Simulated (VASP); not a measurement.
# Ge7Cl (P6/mmm) in VASP: a series of runs, part 3 of 3

VASP 6.6.1. Earlier steps stand in the parts before.

## 4. Relaxation of cell and atoms, PBE

Input file INCAR:

```
PREC = Accurate
ENCUT = 600
EDIFF = 1E-7
ISMEAR = 0
SIGMA = 0.1
LREAL = F
LASPH = T
NELM = 80
ALGO = Normal
ISIF = 3
LWAVE = F
LCHARG = F
GGA = PE
IBRION = 2
NSW = 90
EDIFFG = -0.04
```

Input file KPOINTS:

```
Automatic mesh
0
Gamma
  3 3 4
```

Input file POSCAR:

```
Ge7Cl
1.0
    6.1475737100      0.0000000000      0.0000000000
   -3.0737868500      5.3239550000      0.0000000000
    0.0000000000      0.0000000000      5.7124972000
Ge Cl
7 1
Direct
    0.3504478400      0.0000000000      0.5000000000
    0.0000000000      0.3504478400      0.5000000000
    0.6495521600      0.6495521600      0.5000000000
    0.6495521600      0.0000000000      0.5000000000
    0.0000000000      0.6495521600      0.5000000000
    0.3504478400      0.3504478400      0.5000000000
    0.0000000000      0.0000000000      0.5000000000
    0.0000000000      0.0000000000      0.0000000000
```

Potentials or basis: VASP PAW PBE potentials, release 64 (Ge_d, Cl).

Started as:

```bash
$ cat potpaw_PBE.64/Ge_d/POTCAR potpaw_PBE.64/Cl/POTCAR > POTCAR
$ mpirun -np 1 vasp_std > vasp.out
```

OUTCAR:

```text
PREC = Accurate
   ENCUT = 600
   EDIFF = 1E-7
   ISMEAR = 0
   LREAL = F
   LASPH = T
   NELM = 80
   ISIF = 3
   GGA = PE
   IBRION = 2
   NSW = 90
   EDIFFG = -0.04

 ion  position               nearest neighbor table
   1  0.350  0.000  0.500-   4 1.84   6 2.15   5 2.15   7 2.15
   2  0.000  0.350  0.500-   5 1.84   7 2.15   4 2.15   6 2.15
   3  0.650  0.650  0.500-   6 1.84   4 2.15   7 2.15   5 2.15
   4  0.650  0.000  0.500-   1 1.84   3 2.15   2 2.15   7 2.15
   5  0.000  0.650  0.500-   2 1.84   7 2.15   1 2.15   3 2.15
   6  0.350  0.350  0.500-   3 1.84   1 2.15   7 2.15   2 2.15
   7  0.000  0.000  0.500-   2 2.15   5 2.15   3 2.15   6 2.15   1 2.15   4 2.15
   8  0.000  0.000  0.000-

  LATTYP: Found a hexagonal cell.
 ALAT       =     6.1475737100
 C/A-ratio  =     0.9292279311

  Lattice vectors:

 A1 = (   6.1475737100,   0.0000000000,   0.0000000000)
 A2 = (  -3.0737868500,   5.3239550000,   0.0000000000)
 A3 = (   0.0000000000,   0.0000000000,   5.7124972000)

Analysis of symmetry for initial positions (statically):
=====================================================================
 Subroutine PRICEL returns:
 Original cell was already a primitive cell.

 Routine SETGRP: Setting up the symmetry group for a
 hexagonal supercell.

 Subroutine GETGRP returns: Found 24 space group operations
 (whereof 24 operations were pure point group operations)
 out of a pool of 24 trial point group operations.

The static configuration has the point symmetry D_6h.

Analysis of symmetry for dynamics (positions and initial velocities):
=====================================================================
 Subroutine PRICEL returns:
 Original cell was already a primitive cell.

 Routine SETGRP: Setting up the symmetry group for a
 hexagonal supercell.

 Subroutine GETGRP returns: Found 24 space group operations
 (whereof 24 operations were pure point group operations)
 out of a pool of 24 trial point group operations.

The dynamic configuration has the point symmetry D_6h.

 Subroutine INISYM returns: Found 24 space group operations
 (whereof 24 operations are pure point group operations),
 and found     1 'primitive' translations

----------------------------------------------------------------------------------------

                                     Primitive cell

  volume of cell :     186.9666

  direct lattice vectors                    reciprocal lattice vectors
     6.147573710  0.000000000  0.000000000     0.162665801  0.093915144  0.000000000
    -3.073786850  5.323955000  0.000000000     0.000000000  0.187830288  0.000000000
     0.000000000  0.000000000  5.712497200     0.000000000  0.000000000  0.175054790

  length of vectors
     6.147573710  6.147573704  5.712497200     0.187830288  0.187830288  0.175054790

  position of ions in fractional coordinates (direct lattice)
     0.350447840  0.000000000  0.500000000
     0.000000000  0.350447840  0.500000000
     0.649552160  0.649552160  0.500000000
     0.649552160  0.000000000  0.500000000
     0.000000000  0.649552160  0.500000000
     0.350447840  0.350447840  0.500000000
     0.000000000  0.000000000  0.500000000
     0.000000000  0.000000000  0.000000000

  ion indices of the primitive-cell ions
   primitive index   ion index
                 1           1
                 2           2
                 3           3
                 4           4
[... 52 lines left out ...]
   ISTART =      0    job   : 0-new  1-cont  2-samecut
   ICHARG =      2    charge: 1-file 2-atom 10-const
   ISPIN  =      1    spin polarized calculation?
   LNONCOLLINEAR =      F non collinear calculations
   LSORBIT =      F    spin-orbit coupling
   LASPH  =      T    aspherical Exc in radial PAW
   ENCUT  =  600.0 eV  44.10 Ry    6.64 a.u.  12.28 12.28 11.41*2*pi/ulx,y,z
   NELM   =     80;   NELMIN=  2; NELMDL= -5     # of ELM steps
   EDIFF  = 0.1E-06   stopping-criterion for ELM
   LREAL  =      F    real-space projection
   EDIFFG = -.4E-01   stopping-criterion for IOM
   NSW    =     90    number of steps for IOM
   IBRION =      2    ionic relax: 0-MD 1-quasi-New 2-CG
   NFREE  =      1    steps in history (QN), initial steepest desc. (CG)
   ISIF   =      3    stress and relaxation
   ISYM   =      2    0-nonsym 1-usesym 2-fastsym
   POTIM  = 0.5000    time-step for ionic-motion
   TEBEG  =    0.0;   TEEND  =   0.0 temperature during run
   PSTRESS=    0.0 pullay stress
   NELECT =     105.0000    total number of electrons
   NUPDOWN=      -1.0000    fix difference up-down
   EMIN   =  10.00;   EMAX   =-10.00  energy-range for DOS
   EFERMI =   0.00;   METHOD = LEGACY
   ISMEAR =     0;   SIGMA  =   0.10  broadening in eV -4-tet -1-fermi 0-gaus
   EFERMI_NEDOS =   21; number of points for ismear=-14 and -15
   IALGO  =     38    algorithm
   IMIX   =      4    mixing-type and parameters
     AMIX     =   0.40;   BMIX     =  1.00
     AMIX_MAG =   1.60;   BMIX_MAG =  1.00
  volume/ion in A,a.u.               =      23.37       157.71
  Fermi-wavevector in a.u.,A,eV,Ry     =   1.350672  2.552400 24.821310  1.824315
  Thomas-Fermi vector in A             =   2.478157
   LORBIT       =      0    0 simple, 1 ext, 2 COOP (PROOUT), +10 PAW based schemes
   GGA     = PE    functional components
   LHFCALC =     F    Hartree Fock is set to
   AEXX    =    0.0000 exact exchange contribution
   IVDW    =     0    specifies the selected vdW correction
   LEPSILON=     F    determine dielectric tensor
   LRPA    =     F    only Hartree local field effects (RPA)
 conjugate gradient relaxation of ions
 non-spin polarized calculation
 Gauss-broadening in eV      SIGMA  =   0.10
  energy-cutoff  :      600.00
  volume of cell :      186.97
 maximum number of plane-waves:      6287
 NGX is ok and might be reduce to    50
   NGX = 25   NGY = 25   NGZ = 23

--------------------------------------- Ionic step        1  -------------------------------------------

 number of electron     104.9999945 magnetization

 Free energy of the ion-electron system (eV)
  ---------------------------------------------------
  ext. energy  EPLUGINS =         0.00000000
  ---------------------------------------------------
  free energy    TOTEN  =        -8.60187529 eV

  energy without entropy =       -8.56348150  energy(sigma->0) =       -8.58267839

------------------------ aborting loop because EDIFF is reached ----------------------------------------

  FORCE on cell =-STRESS in cart. coord.  units (eV):
  Direction    XX          YY          ZZ          XY          YZ          ZX
  --------------------------------------------------------------------------------------
  -------------------------------------------------------------------------------------
  Total      108.3647417    108.3647416      0.9525019      0.0000001      0.0000000      0.0000000
  in kB      928.6123640    928.6123625      8.1622952      0.0000009      0.0000000      0.0000000
  external PRESSURE =     621.7956739 kB  Pullay stress =       0.0000000 kB
[... 29 lines left out ...]
--------------------------------------- Ionic step        2  -------------------------------------------

 number of electron     105.0000012 magnetization

 E-fermi :  -1.1536     XC(G=0):  -5.3760

 val. band max:       -1.1653203293   @ k =   0.0000   0.0000   0.0000
 cond. band min:      -1.1342933220   @ k =   0.3333   0.3333   0.2500
 fundamental gap:      0.0310270073
 Fermi energy:        -1.1536289040

 k-point     1 :       0.0000    0.0000    0.0000
  band No.  band energies     occupation
      1     -26.1853      2.00000
      2     -26.1470      2.00000
      3     -26.1470      2.00000
      4     -26.1178      2.00000
      5     -26.1176      2.00000
      6     -26.1176      2.00000
[... 660 lines left out ...]
  FREE ENERGIE OF THE ION-ELECTRON SYSTEM (eV)
  ---------------------------------------------------
  free  energy   TOTEN  =       -28.0997666054 eV

  energy  without entropy=      -28.0758732450  energy(sigma->0) =      -28.08781993

[... ionic steps 4 to 14 ...]

--------------------------------------- Ionic step       15  -------------------------------------------

 number of electron     105.0000022 magnetization

------------------------ aborting loop because EDIFF is reached ----------------------------------------
[... 79 lines left out ...]
--------------------------------------- Ionic step       17  -------------------------------------------

 number of electron     104.9999966 magnetization

 Free energy of the ion-electron system (eV)
  ---------------------------------------------------
  ext. energy  EPLUGINS =         0.00000000
  ---------------------------------------------------
  free energy    TOTEN  =       -28.70823287 eV

  energy without entropy =      -28.66006519  energy(sigma->0) =      -28.68414903

 E-fermi :   0.9855     XC(G=0):  -7.4492

 val. band max:        0.9715185116   @ k =   0.3333  -0.0000   0.5000
 cond. band min:       1.0292342791   @ k =   0.3333  -0.0000   0.0000
 fundamental gap:      0.0577157675
 Fermi energy:         0.9854794648

 k-point     1 :       0.0000    0.0000    0.0000
  band No.  band energies     occupation
      1     -23.8816      2.00000
      2     -23.8342      2.00000
      3     -23.8342      2.00000
      4     -23.8295      2.00000
      5     -23.8295      2.00000
      6     -23.6017      2.00000
[... 618 lines left out ...]
  FREE ENERGIE OF THE ION-ELECTRON SYSTEM (eV)
  ---------------------------------------------------
  free  energy   TOTEN  =       -28.7082328692 eV

  energy  without entropy=      -28.6600651899  energy(sigma->0) =      -28.68414903

 reached required accuracy - stopping structural energy minimisation
```

Run time: 48 min. Hardware: 1 thread of Oxide Virtual Turin-like, shared host; peak memory 0.37 GiB.

What came out:

* Free energy: -28.7082 eV
* Relaxed volume: 36.13 Å³/atom
* Relaxed cell: a = 7.892 Å, b = 7.892 Å, c = 5.359 Å, α = 90.00°, β = 90.00°, γ = 120.00°
* Space group after relaxing (to 0.05 Å): P6/mmm (No. 191)
* Energy gained by relaxing: 2513.3 meV/atom
* Ionic steps: 17
* Pressure after relaxing: -0.1 GPa
* Largest force after relaxing: 0.020 eV/Å

Forces on the atoms (eV/Å):
```
Ge  -0.020  0.000  0.000
Ge   0.010 -0.017  0.000
Ge   0.010  0.017  0.000
Ge   0.020  0.000  0.000
Ge  -0.010  0.017  0.000
Ge  -0.010 -0.017  0.000
Ge   0.000  0.000  0.000
Cl   0.000  0.000  0.000
```

The path:
| step | energy change (eV) | largest force (eV/Å) | pressure (GPa) | volume (Å³) |
| --- | --- | --- | --- | --- |
| 1 | 0.0000 | 7.2231 | 62.18 | 186.97 |
| 2 | -13.5538 | 1.3456 | -9.35 | 514.10 |
| 3 | -19.4979 | 0.9712 | 0.59 | 321.58 |
| 4 | -19.4939 | 0.9025 | 0.36 | 324.65 |
| 5 | -19.6485 | 0.5365 | -0.71 | 329.86 |
| 6 | -19.6849 | 0.2468 | -1.64 | 335.66 |
| 7 | -19.8105 | 0.2221 | -1.52 | 328.32 |
| 8 | -20.0542 | 0.0471 | -0.69 | 306.93 |
| 9 | -20.0780 | 0.0702 | 0.00 | 297.09 |
| 10 | -20.0795 | 0.0119 | -0.26 | 300.23 |
| 11 | -20.0804 | 0.0092 | -0.17 | 299.14 |
| 12 | -20.0802 | 0.0264 | -0.12 | 298.43 |
| 13 | -20.0882 | 0.0322 | -0.09 | 296.51 |
| 14 | -20.1027 | 0.0524 | 0.00 | 290.83 |
| 15 | -20.0871 | 0.1050 | 0.24 | 279.37 |
| 16 | -20.1046 | 0.0637 | 0.05 | 288.12 |
| 17 | -20.1064 | 0.0197 | -0.07 | 289.03 |

Final structure:
```cif
data_structure
_symmetry_space_group_name_H-M 'P 1'
_symmetry_Int_Tables_number 1
_cell_length_a 7.8916
_cell_length_b 7.8916
_cell_length_c 5.3590
_cell_angle_alpha 90.000
_cell_angle_beta 90.000
_cell_angle_gamma 120.000
_cell_volume 289.03
loop_
_atom_site_label
_atom_site_type_symbol
_atom_site_fract_x
_atom_site_fract_y
_atom_site_fract_z
_atom_site_occupancy
Ge1 Ge 0.34175 0.00000 0.50000 1
Ge2 Ge 0.00000 0.34175 0.50000 1
Ge3 Ge 0.65825 0.65825 0.50000 1
Ge4 Ge 0.65825 0.00000 0.50000 1
Ge5 Ge 0.00000 0.65825 0.50000 1
Ge6 Ge 0.34175 0.34175 0.50000 1
Ge7 Ge 0.00000 0.00000 0.50000 1
Cl1 Cl 0.00000 0.00000 0.00000 1
```

Caveat: the k points lie up to 0.31 Å⁻¹ apart in the final cell; the volume moved by over 15 % at a fixed basis, so the end points are rough; an odd number of electrons without spin polarisation forces a metal; a magnetic or distorted state may lie lower.

## 5. Overview

```csv
task,cell,cutoff (eV),gap on the mesh (eV),pressure (GPa),largest force (eV/Å)
single point,"a = 6.148, b = 6.148, c = 5.712 Å, angles 90.0, 90.0, 120.0°, 8 atoms",520,none,62.2,7.22
single point,"a = 7.887, b = 7.887, c = 5.400 Å, angles 90.0, 90.0, 120.0°, 8 atoms",520,none,0.0,0.02
relaxation of cell and atoms,"relaxed from a = 6.148, b = 6.148, c = 5.712 Å, angles 90.0, 90.0, 120.0°, 8 atoms",600,none,-0.1,0.02
```

Alike in all rows: level PBE; potentials or basis VASP PAW PBE potentials, release 64 (Ge_d, Cl); no spin polarisation; k mesh 3 × 3 × 4; smearing gaussian 0.1 eV.

Caveats: some runs use coarse meshes; an odd number of electrons without spin polarisation forces a metal; a magnetic or distorted state may lie lower; the volume moved by over 15 % at a fixed basis, so the end points are rough (some runs).

Total energies depend on the potentials used, so only differences within one code and one set of settings carry meaning.
